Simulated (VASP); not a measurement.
# Mo3P3H in VASP: further runs

The runs below take Mo3P3H through single point, with PBEsol.

Everything below comes from runs of VASP 6.6.1. Logs are shortened: lines on timing, memory, paths and dates and some standing lists are left out, and cuts for length are marked.

### 1 The cell of the first run

The cell holds a slab with vacuum, 7 atoms: a = 3.174 Å, b = 3.206 Å, c = 25.479 Å, α = 90.00°, β = 90.00°, γ = 90.00°.

### 2 Single point, PBEsol

File INCAR:

```
PREC = Accurate
ENCUT = 400
EDIFF = 1E-6
ISMEAR = 0
SIGMA = 0.1
LREAL = F
LASPH = T
NELM = 120
ALGO = Normal
ISIF = 2
LWAVE = F
LCHARG = F
LDIPOL = T
IDIPOL = 3
DIPOL = 0.5 0.5 0.486
GGA = PS
NBANDS = 38
GGA_COMPAT = F
NELMDL = -8
```

File KPOINTS:

```
Automatic mesh
0
Gamma
  9 9 1
```

File POSCAR:

```
Mo3P3H
1.0
    3.1741350969      0.0000000000      0.0000000000
    0.0000000000      3.2062346803      0.0000000000
    0.0000000000      0.0000000000     25.4789215952
Mo P H
3 3 1
Direct
    0.0000000000      0.5000000000      0.3336090960
    0.0000000000      0.0000000000      0.4425886174
    0.0000000000      0.5000000000      0.5501261364
    0.5000000000      0.0000000000      0.3699356032
    0.5000000000      0.5000000000      0.4792943049
    0.5000000000      0.0000000000      0.5907329554
    0.5000000000      0.0000000000      0.6351948239
```

Potentials or basis: VASP PAW PBE potentials, release 64 (Mo_sv, P, H).

Launch:

```sh
cat potpaw_PBE.64/Mo_sv/POTCAR potpaw_PBE.64/P/POTCAR potpaw_PBE.64/H/POTCAR > POTCAR
mpirun -np 1 vasp_std > vasp.out
```

OUTCAR:

```text
PREC = Accurate
   ENCUT = 400
   EDIFF = 1E-6
   ISMEAR = 0
   LREAL = F
   LASPH = T
   NELM = 120
   ISIF = 2
   GGA = PS
   NELMDL = -8

 ion  position               nearest neighbor table
   1  0.000  0.500  0.334-   4 2.44   4 2.44   4 2.44   4 2.44   2 3.21   2 3.21
   2  0.000  0.000  0.443-   4 2.44   4 2.44   5 2.44   5 2.44   5 2.44   5 2.44   3 3.17   3 3.17
                             1 3.21   1 3.21
   3  0.000  0.500  0.550-   5 2.40   5 2.40   6 2.48   6 2.48   6 2.48   6 2.48   2 3.17   2 3.17

   4  0.500  0.000  0.370-   2 2.44   2 2.44   1 2.44   1 2.44   1 2.44   1 2.44
   5  0.500  0.500  0.479-   3 2.40   3 2.40   2 2.44   2 2.44   2 2.44   2 2.44
   6  0.500  0.000  0.591-   7 1.13   3 2.48   3 2.48   3 2.48   3 2.48
   7  0.500  0.000  0.635-   6 1.13

  LATTYP: Found a simple orthorhombic cell.
 ALAT       =     3.1741350969
 B/A-ratio  =     1.0101128599
 C/A-ratio  =     8.0270438458

  Lattice vectors:

 A1 = (   3.1741350969,   0.0000000000,   0.0000000000)
 A2 = (   0.0000000000,   3.2062346803,   0.0000000000)
 A3 = (   0.0000000000,   0.0000000000,  25.4789215952)

Analysis of symmetry for initial positions (statically):
=====================================================================
 Subroutine PRICEL returns:
 Original cell was already a primitive cell.

 Routine SETGRP: Setting up the symmetry group for a
 simple orthorhombic supercell.

 Subroutine GETGRP returns: Found  4 space group operations
 (whereof  4 operations were pure point group operations)
 out of a pool of  8 trial point group operations.

The static configuration has the point symmetry C_2v.

Analysis of symmetry for dynamics (positions and initial velocities):
=====================================================================
 Subroutine PRICEL returns:
 Original cell was already a primitive cell.

 Routine SETGRP: Setting up the symmetry group for a
 simple orthorhombic supercell.

 Subroutine GETGRP returns: Found  4 space group operations
 (whereof  4 operations were pure point group operations)
 out of a pool of  8 trial point group operations.

The dynamic configuration has the point symmetry C_2v.

 Subroutine INISYM returns: Found  4 space group operations
 (whereof  4 operations are pure point group operations),
 and found     1 'primitive' translations

----------------------------------------------------------------------------------------

                                     Primitive cell

  volume of cell :     259.2995

  direct lattice vectors                    reciprocal lattice vectors
     3.174135097  0.000000000  0.000000000     0.315046452  0.000000000  0.000000000
     0.000000000  3.206234680  0.000000000     0.000000000  0.311892328  0.000000000
     0.000000000  0.000000000 25.478921595     0.000000000  0.000000000  0.039248129

  length of vectors
     3.174135097  3.206234680 25.478921595     0.315046452  0.311892328  0.039248129

  position of ions in fractional coordinates (direct lattice)
     0.000000000  0.500000000  0.333609096
     0.000000000  0.000000000  0.442588617
     0.000000000  0.500000000  0.550126136
     0.500000000  0.000000000  0.369935603
     0.500000000  0.500000000  0.479294305
     0.500000000  0.000000000  0.590732955
     0.500000000  0.000000000  0.635194824

  ion indices of the primitive-cell ions
   primitive index   ion index
                 1           1
                 2           2
                 3           3
                 4           4
                 5           5
                 6           6
                 7           7

----------------------------------------------------------------------------------------

 KPOINTS: Automatic mesh

Automatic generation of k-mesh.
 Grid dimensions read from file:
 generate k-points for:    9    9    1

 Generating k-lattice:

  Cartesian coordinates                     Fractional coordinates (reciprocal lattice)
     0.035005161  0.000000000  0.000000000     0.111111111  0.000000000  0.000000000
     0.000000000  0.034654703  0.000000000     0.000000000  0.111111111  0.000000000
     0.000000000  0.000000000  0.039248129     0.000000000  0.000000000  1.000000000

  Length of vectors
     0.035005161  0.034654703  0.039248129

  Shift w.r.t. Gamma in fractional coordinates (k-lattice)
     0.000000000  0.000000000  0.000000000

 Subroutine IBZKPT returns following result:
 ===========================================

 Found     25 irreducible k-points:

 Following reciprocal coordinates:
            Coordinates               Weight
  0.000000  0.000000  0.000000      1.000000
  0.111111  0.000000  0.000000      2.000000
  0.222222  0.000000  0.000000      2.000000
  0.333333  0.000000  0.000000      2.000000
  0.444444  0.000000  0.000000      2.000000
  0.000000  0.111111  0.000000      2.000000
[... 16 lines left out ...]
  0.222222  0.444444  0.000000      4.000000
  0.333333  0.444444  0.000000      4.000000
   k-points           NKPTS =     25   k-points in BZ     NKDIM =     25   number of bands    NBANDS=     38
   number of dos      NEDOS =    301   number of ions     NIONS =      7
   total plane-waves  NPLWV =  96768
   dimension x,y,z NGX =    24 NGY =   24 NGZ =  168
   dimension x,y,z NGXF=    48 NGYF=   48 NGZF=  336
   ions per type =               3   3   1
   NGX,Y,Z   is equivalent  to a cutoff of  12.57, 12.44, 10.96 a.u.
   NGXF,Y,Z  is equivalent  to a cutoff of  25.14, 24.89, 21.92 a.u.
 SYSTEM =  unknown system
   PREC   = accura    normal or accurate (medium, high low for compatibility)
   ISTART =      0    job   : 0-new  1-cont  2-samecut
   ICHARG =      2    charge: 1-file 2-atom 10-const
   ISPIN  =      1    spin polarized calculation?
   LNONCOLLINEAR =      F non collinear calculations
   LSORBIT =      F    spin-orbit coupling
   LASPH  =      T    aspherical Exc in radial PAW
   ENCUT  =  400.0 eV  29.40 Ry    5.42 a.u.   5.18  5.23 41.55*2*pi/ulx,y,z
   NELM   =    120;   NELMIN=  2; NELMDL= -8     # of ELM steps
   EDIFF  = 0.1E-05   stopping-criterion for ELM
   LREAL  =      F    real-space projection
[... 7 lines left out ...]
   TEBEG  =    0.0;   TEEND  =   0.0 temperature during run
   PSTRESS=    0.0 pullay stress
   NELECT =      58.0000    total number of electrons
   NUPDOWN=      -1.0000    fix difference up-down
   EMIN   =  10.00;   EMAX   =-10.00  energy-range for DOS
   EFERMI =   0.00;   METHOD = LEGACY
   ISMEAR =     0;   SIGMA  =   0.10  broadening in eV -4-tet -1-fermi 0-gaus
   EFERMI_NEDOS =   21; number of points for ismear=-14 and -15
   IALGO  =     38    algorithm
   IMIX   =      4    mixing-type and parameters
     AMIX     =   0.40;   BMIX     =  1.00
     AMIX_MAG =   1.60;   BMIX_MAG =  1.00
  volume/ion in A,a.u.               =      37.04       249.98
  Fermi-wavevector in a.u.,A,eV,Ry     =   0.993765  1.877943 13.436683  0.987568
  Thomas-Fermi vector in A             =   2.125669
   LORBIT       =      0    0 simple, 1 ext, 2 COOP (PROOUT), +10 PAW based schemes
   GGA     = PS    functional components
   LHFCALC =     F    Hartree Fock is set to
   AEXX    =    0.0000 exact exchange contribution
   IVDW    =     0    specifies the selected vdW correction
   LEPSILON=     F    determine dielectric tensor
   LRPA    =     F    only Hartree local field effects (RPA)
 non-spin polarized calculation
 Gauss-broadening in eV      SIGMA  =   0.10
  energy-cutoff  :      400.00
  volume of cell :      259.30
 maximum number of plane-waves:      4759
 NGX is ok and might be reduce to    24
   NGX = 11   NGY = 11   NGZ = 83

 dipolmoment           0.000000      0.000000      0.000718 electrons x Angstroem

 number of electron      58.0000009 magnetization

 dipolmoment           0.000000      0.000000     -0.038084 electrons x Angstroem

 Free energy of the ion-electron system (eV)
  ---------------------------------------------------
  ext. energy  EPLUGINS =         0.00000000
  ---------------------------------------------------
  free energy    TOTEN  =       -56.02059406 eV

  energy without entropy =      -55.99514307  energy(sigma->0) =      -56.00786856

 E-fermi :   1.2205     XC(G=0):  -5.0493

 val. band max:        1.2086249409   @ k =   0.3333   0.3333   0.0000
 cond. band min:       1.2590312413   @ k =   0.4444   0.0000   0.0000
 fundamental gap:      0.0504063004
 Fermi energy:         1.2205471503

 k-point     1 :       0.0000    0.0000    0.0000
  band No.  band energies     occupation
      1     -59.8873      2.00000
      2     -59.6384      2.00000
      3     -59.4668      2.00000
      4     -34.1147      2.00000
      5     -34.0204      2.00000
      6     -33.9364      2.00000
[... 30 lines left out ...]
     37       4.4844      0.00000
     38       4.6267      0.00000

 k-point     2 :       0.1111    0.0000    0.0000
  band No.  band energies     occupation
      1     -59.8848      2.00000
      2     -59.6359      2.00000
      3     -59.4644      2.00000
      4     -34.1096      2.00000
      5     -34.0560      2.00000
      6     -33.9329      2.00000
[... 30 lines left out ...]
     37       4.6502      0.00000
     38       4.8227      0.00000

 k-point     3 :       0.2222    0.0000    0.0000
  band No.  band energies     occupation
      1     -59.8784      2.00000
      2     -59.6295      2.00000
      3     -59.4586      2.00000
      4     -34.1458      2.00000
      5     -34.0966      2.00000
      6     -33.9824      2.00000
[... 30 lines left out ...]
     37       5.0207      0.00000
[... 781 lines left out ...]
 k-point    23 :       0.2222    0.4444    0.0000
  band No.  band energies     occupation
      1     -59.8609      2.00000
      2     -59.6133      2.00000
      3     -59.4418      2.00000
      4     -34.1745      2.00000
      5     -34.1124      2.00000
      6     -34.0635      2.00000
[... 30 lines left out ...]
     37       4.7361      0.00000
     38       5.2598      0.00000

 k-point    24 :       0.3333    0.4444    0.0000
  band No.  band energies     occupation
      1     -59.8539      2.00000
      2     -59.6062      2.00000
      3     -59.4353      2.00000
      4     -34.2069      2.00000
      5     -34.1585      2.00000
      6     -34.0506      2.00000
[... 30 lines left out ...]
     37       5.0216      0.00000
     38       5.4877      0.00000

 [... further k-points ...]

------------------------ aborting loop because EDIFF is reached ----------------------------------------

 vacuum level on the upper side and lower side of the slab       (xc-potential included)        -0.545         0.146

  FORCE on cell =-STRESS in cart. coord.  units (eV):
  Direction    XX          YY          ZZ          XY          YZ          ZX
  --------------------------------------------------------------------------------------
  -------------------------------------------------------------------------------------
  Total       -3.5482685     -5.8757016     12.4129431      0.0000000      0.0000000      0.0000000
  in kB      -21.9242782    -36.3051772     76.6979209      0.0000000      0.0000000      0.0000000
  external PRESSURE =       6.1561552 kB  Pullay stress =       0.0000000 kB

 VOLUME and BASIS-vectors are now :
 -----------------------------------------------------------------------------
  energy-cutoff  :      400.00
  volume of cell :      259.30
      direct lattice vectors                 reciprocal lattice vectors
     3.174135097  0.000000000  0.000000000     0.315046452  0.000000000  0.000000000
     0.000000000  3.206234680  0.000000000     0.000000000  0.311892328  0.000000000
     0.000000000  0.000000000 25.478921595     0.000000000  0.000000000  0.039248129

 POSITION                                       TOTAL-FORCE (eV/Angst)
 -----------------------------------------------------------------------------------
      0.00000      1.60312      8.50000         0.000000      0.000000      1.957657
      0.00000      0.00000     11.27668         0.000000      0.000000     -0.238158
      0.00000      1.60312     14.01662         0.000000      0.000000     -0.492918
      1.58707      0.00000      9.42556         0.000000      0.000000     -1.727981
      1.58707      1.60312     12.21190         0.000000      0.000000     -0.258618
      1.58707      0.00000     15.05124         0.000000      0.000000    -11.376649
      1.58707      0.00000     16.18408         0.000000      0.000000     12.136668
 -----------------------------------------------------------------------------------
    total drift:                                0.000000      0.000000      0.000829

  FREE ENERGIE OF THE ION-ELECTRON SYSTEM (eV)
  ---------------------------------------------------
  free  energy   TOTEN  =       -56.0205940562 eV

  energy  without entropy=      -55.9951430654  energy(sigma->0) =      -56.00786856

 vacuum level on the upper side and lower side of the slab         4.802         5.500
```

Wall time 12 min (1 thread of AMD EPYC 7R43 (Zen 3), shared host); peak memory 0.33 GiB.

What came out:

```
Free energy            : -56.0206 eV
Largest force          : 12.137 eV/Å
Band gap on the k mesh : zero (bands 29 and 30 overlap by 0.96 eV)
```

Forces on the atoms (eV/Å):
```
Mo    0.000   0.000   1.958
Mo    0.000   0.000  -0.238
Mo    0.000   0.000  -0.493
P     0.000   0.000  -1.728
P     0.000   0.000  -0.259
P     0.000   0.000 -11.377
H     0.000   0.000  12.137
```

Caveat: the PAW data sets were made with another functional, which shifts forces and pressure a little.

(Continued in part 2 of 2.)

The gap in the log of VASP goes by the Fermi energy; the results here count the filled bands.